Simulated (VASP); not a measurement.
Here is a VASP 6.6.1 calculation.

INCAR

```
SYSTEM = TiN
ALGO = Normal
EDIFF = 1E-6
EDIFFG = -0.01
ENCUT = 600
GGA = PE
IBRION = 2
ISIF = 3
ISMEAR = 0
LASPH = .TRUE.
LCHARG = .FALSE.
LREAL = .FALSE.
LWAVE = .FALSE.
NELM = 80
NSW = 80
PREC = Accurate
SIGMA = 0.1
```

KPOINTS

```
k-points
0
G
  18 18 18
  0 0 0
```

The input POSCAR:

```
TiN
1.0
    0.0000000000      2.1190000000      2.1190000000
    2.1190000000      0.0000000000      2.1190000000
    2.1190000000      2.1190000000      0.0000000000
Ti N
1 1
Direct
    0.0000000000      0.0000000000      0.0000000000
    0.5000000000      0.5000000000      0.5000000000
```

Potentials or basis: VASP PAW PBE potentials, release 64 (Ti_sv, N).

Launch:

```console
$ cat potpaw_PBE.64/Ti_sv/POTCAR potpaw_PBE.64/N/POTCAR > POTCAR
$ mpirun -np 1 vasp_std > vasp.out
```

(1) What does it give for the relaxed cell?

(2) Estimate the relaxed volume.

(3) Estimate the space group after relaxing (to 0.05 Å).

Answers

(1) a = 3.004 Å, b = 3.004 Å, c = 3.004 Å, α = 60.00°, β = 60.00°, γ = 60.00°.

(2) 9.59 Å³/atom.

(3) Fm-3m (No. 225).
